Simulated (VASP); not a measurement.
Runs of VASP 6.6.1 on Pt. The structure is that of space group I4/mmm (No. 139), or close to it. The cells are those of the table. 

```tsv
cell	gap on the mesh (eV)	pressure (GPa)
a = 2.805, b = 2.805, c = 2.907 Å, angles 58.8, 58.8, 62.4°, 1 atom	none	-16.6
a = 2.736, b = 2.736, c = 2.838 Å, angles 58.8, 58.8, 62.5°, 1 atom	none	(a)
a = 2.839, b = 2.839, c = 2.907 Å, angles 59.2, 59.2, 61.6°, 1 atom	none	-21.3
a = 2.772, b = 2.772, c = 2.907 Å, angles 58.4, 58.4, 63.2°, 1 atom	none	(b)
a = 2.770, b = 2.770, c = 2.838 Å, angles 59.2, 59.2, 61.6°, 1 atom	none	-6.1
```

Alike in all rows: task single point; level PBEsol; potentials or basis VASP PAW PBE potentials, release 64 (Pt); no spin polarisation; k mesh 20 × 20 × 20; cutoff (eV) 520; smearing gaussian 0.15 eV.

Problem. Fill in the values left out.

Solution. (a) 1.2; (b) -11.0.

Caveats: the PAW data sets were made with another functional, which shifts forces and pressure a little; spin-orbit coupling is left out, which moves the levels of the heavy elements.

A k mesh can miss the band edges, and the runs leave out spin-orbit coupling on Pt.

A gap of «none» marks levels without a gap at the run's occupations.
